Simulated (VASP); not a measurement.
Ca8CO: single point with PBE

Ca8CO, a slab with vacuum:

```
Ca C O
1.0
     7.81324    0.00000    0.00000
     0.00000    7.81324    0.00000
     0.00000    0.00000   20.60939
Ca C O
8 1 1
Direct
  0.25000 0.25000 0.19409
  0.25000 0.75000 0.19409
  0.75000 0.25000 0.19409
  0.75000 0.75000 0.19409
  0.00000 0.00000 0.32070
  0.00000 0.50000 0.32070
  0.50000 0.00000 0.32070
  0.50000 0.50000 0.32070
  0.18345 0.75000 0.49538
  0.31655 0.75000 0.49538
```

```
Program             : VASP 6.6.1
Task                : single point
Functional          : PBE
Potentials or basis : VASP PAW PBE potentials, release 64 (Ca_sv, C, O)
Cutoff              : 520 eV
k mesh              : 4 × 4 × 1
Occupations         : gaussian, width 0.1 eV
Spin                : no spin polarisation
```

```
Largest force          : 17.387 eV/Å
Band gap on the k mesh : zero (bands 45 and 46 overlap by 0.09 eV)
```

Forces in eV/Å, atoms in the order of the input:
```
Ca   -0.001   0.000  -0.013
Ca    0.000   0.000  -0.017
Ca    0.000   0.000  -0.012
Ca    0.000   0.000  -0.018
Ca   -0.008  -0.004   0.019
Ca   -0.008   0.004   0.019
Ca    0.008   0.012  -0.014
Ca    0.008  -0.012  -0.014
C   -17.386   0.000  -0.057
O    17.387   0.000   0.105
```

Levels at points of the mesh, in eV from the Fermi level:
| k point | band 41 | band 42 | band 43 | band 44 | band 45 | band 46 | band 47 | band 48 | band 49 | band 50 |
| --- | --- | --- | --- | --- | --- | --- | --- | --- | --- | --- |
| (0.00, 0.00, 0.00) | -1.14 | -1.14 | -1.14 | -0.11 | -0.11 | 0.32 | 0.34 | 0.35 | 0.35 | 0.41 |
| (0.50, 0.00, 0.00) | -1.09 | -0.65 | -0.65 | -0.65 | -0.65 | 0.39 | 0.40 | 0.52 | 0.54 | 0.54 |
| (0.00, 0.50, 0.00) | -1.08 | -0.65 | -0.65 | -0.65 | -0.64 | 0.39 | 0.39 | 0.51 | 0.52 | 0.55 |
| (0.50, 0.50, 0.00) | -2.16 | -0.54 | -0.53 | -0.53 | -0.50 | 0.61 | 0.61 | 0.61 | 0.61 | 0.67 |

It took 36 min on 1 thread of Oxide Virtual Turin-like Processor, with other jobs on the host, peak memory 1.3 GiB.
